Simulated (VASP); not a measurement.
Set up this calculation in VASP 6.6.1, as the native input.

* Task: single point
* Functional: r2SCAN
* Potentials or basis: VASP PAW PBE potentials, release 64 (Ti_sv)
* Cutoff: 520 eV
* k mesh: 20 × 20 × 20
* Occupations: gaussian, width 0.15 eV
* Spin: no spin polarisation
* Dipole correction: no
* Further INCAR settings: ALGO = Normal; EDIFF = 1e-06; NBANDS = 12

The system is Ti.

```
Ti
1.0
     0.00000    2.06045    2.06045
     2.06045    0.00000    2.06045
     2.06045    2.06045    0.00000
Ti
1
Direct
  0.00000 0.00000 0.00000
```

This cell differs from its parent crystal: strain +0.015 along x and y, +0.015 along z.

These files were run (other wordings do the same):

POSCAR

```
Ti
1.0
    0.0000000000      2.0604500000      2.0604500000
    2.0604500000      0.0000000000      2.0604500000
    2.0604500000      2.0604500000      0.0000000000
Ti
1
Direct
    0.0000000000      0.0000000000      0.0000000000
```

INCAR.step1

```
SYSTEM = Ti
PREC = Accurate
ENCUT = 520
ISMEAR = 0
SIGMA = 0.15
LREAL = .FALSE.
LASPH = .TRUE.
NELM = 60
NBANDS = 12
GGA = PE
ALGO = Normal
EDIFF = 1E-4
LWAVE = .TRUE.
LCHARG = .FALSE.
```

INCAR.step2

```
SYSTEM = Ti
PREC = Accurate
ENCUT = 520
EDIFF = 1E-6
ISMEAR = 0
SIGMA = 0.15
LREAL = .FALSE.
LASPH = .TRUE.
NELM = 60
ALGO = Normal
ISIF = 2
LWAVE = .FALSE.
LCHARG = .FALSE.
METAGGA = R2SCAN
LMIXTAU = .TRUE.
NBANDS = 12
ISTART = 1
```

KPOINTS

```
Automatic mesh
0
G
  20 20 20
  0 0 0
```

Potentials or basis: VASP PAW PBE potentials, release 64 (Ti_sv).

Launch:

```console
$ cat potpaw_PBE.64/Ti_sv/POTCAR > POTCAR
$ cp INCAR.step1 INCAR
$ mpirun -np 1 vasp_std > vasp.out
$ cp INCAR.step2 INCAR
$ mpirun -np 1 vasp_std > vasp.out
```

It gave:

The pressure is -0.4 GPa and the band gap on the k mesh is zero (band 6 reaches 9.15 eV, above the bottom of band 7 at 7.74 eV).

Caveat: the cell differs from its parent crystal (strain +0.015 along x and y, +0.015 along z); the PAW data sets were made with another functional, which shifts forces and pressure a little.

Wall time 120 s on 1 thread of Intel(R) Xeon(R) Platinum 8488C (Sapphire Rapids), with other jobs on the host, peak memory 0.18 GiB.
